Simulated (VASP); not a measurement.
# SiC3: relaxation of cell and atoms with r2SCAN

Crystal: SiC3.

```
CELL_PARAMETERS angstrom
2.80263 0.00000 0.00000
0.00000 2.80263 0.00000
0.00000 0.00000 4.11204
ATOMIC_POSITIONS crystal
C 0.50000 0.00000 0.78807
C 0.50000 0.50000 0.00000
C 0.00000 0.50000 0.21193
Si 0.00000 0.00000 0.50000
```

| Quantity | Value |
| --- | --- |
| Program | VASP 6.6.1 |
| Task | relaxation of cell and atoms |
| Functional | r2SCAN |
| Potentials or basis | VASP PAW PBE potentials, release 64 (C, Si) |
| Cutoff | 600 eV |
| k mesh | 8 × 8 × 6 |
| Occupations | fermi-dirac, width 0.02 eV |
| Spin | no spin polarisation |
| Dipole correction | no |
| Further INCAR settings | ALGO = Normal; EDIFF = 1e-07; IBRION = 2; EDIFFG = -0.005; NSW = 80; ISIF = 3 |

```yaml
Relaxed_volume: 7.99 Å³/atom
Relaxed_cell: a = 2.796 Å, b = 2.796 Å, c = 4.087 Å, α = 90.00°, β = 90.00°, γ = 90.00°
Space_group_after_relaxing_to_0.1_Å: P-4m2 (No. 115)
Energy_gained_by_relaxing: 1.9 meV/atom
Ionic_steps: 7
Pressure_after_relaxing: 0.0 GPa
Band_gap_on_the_k_mesh: 1.79 eV (least direct gap 2.16 eV)
```

Step by step:
```
step  energy change (eV)  largest force (eV/Å)  pressure (GPa)  volume (Å³)
   1              0.0000                0.3883           -3.53        32.30
   2              0.0059                0.5548            5.26        31.47
   3             -0.0073                0.0023            0.10        31.94
   4             -0.0075                0.0128            0.08        31.95
   5             -0.0075                0.0113            0.09        31.95
   6             -0.0075                0.0066           -0.05        31.97
   7             -0.0075                0.0008            0.01        31.96
```

Final structure:
```cif
data_structure
_symmetry_space_group_name_H-M 'P 1'
_symmetry_Int_Tables_number 1
_cell_length_a 2.7964
_cell_length_b 2.7964
_cell_length_c 4.0872
_cell_angle_alpha 90.000
_cell_angle_beta 90.000
_cell_angle_gamma 90.000
_cell_volume 31.96
loop_
_atom_site_label
_atom_site_type_symbol
_atom_site_fract_x
_atom_site_fract_y
_atom_site_fract_z
_atom_site_occupancy
C1 C 0.50000 0.00000 0.78603 1
C2 C 0.50000 0.50000 0.00000 1
C3 C 0.00000 0.50000 0.21397 1
Si1 Si 0.00000 0.00000 0.50000 1
```

Levels at points of the mesh, in eV from the valence-band top:
| k point | band 5 | band 6 | band 7 | band 8 | band 9 | band 10 | band 11 | band 12 |
| --- | --- | --- | --- | --- | --- | --- | --- | --- |
| (0.00, 0.00, 0.00) | -5.67 | -0.66 | 0.00 | 0.00 | 2.16 | 3.11 | 5.47 | 5.98 |
| (0.50, 0.00, 0.00) | -6.70 | -6.45 | -4.11 | -0.94 | 5.06 | 6.33 | 6.66 | 8.07 |
| (0.50, 0.50, 0.00) | -6.35 | -5.55 | -5.55 | -4.11 | 1.98 | 1.98 | 2.23 | 5.68 |
| (0.00, 0.00, 0.50) | -5.18 | -4.19 | -1.54 | -1.54 | 2.95 | 3.28 | 6.54 | 8.44 |
| (0.50, 0.00, 0.50) | -3.99 | -2.79 | -2.37 | -0.82 | 3.27 | 6.02 | 6.60 | 6.63 |
| (0.50, 0.50, 0.50) | -7.42 | -6.95 | -6.95 | -6.59 | 6.00 | 6.00 | 6.61 | 9.34 |

It took 2.4 min on 1 thread of Intel(R) Xeon(R) 6975P-C (Granite Rapids) (shared host), peak memory 0.17 GiB.

Caveat: the PAW data sets were made with another functional, which shifts forces and pressure a little. A k mesh can miss the band edges.
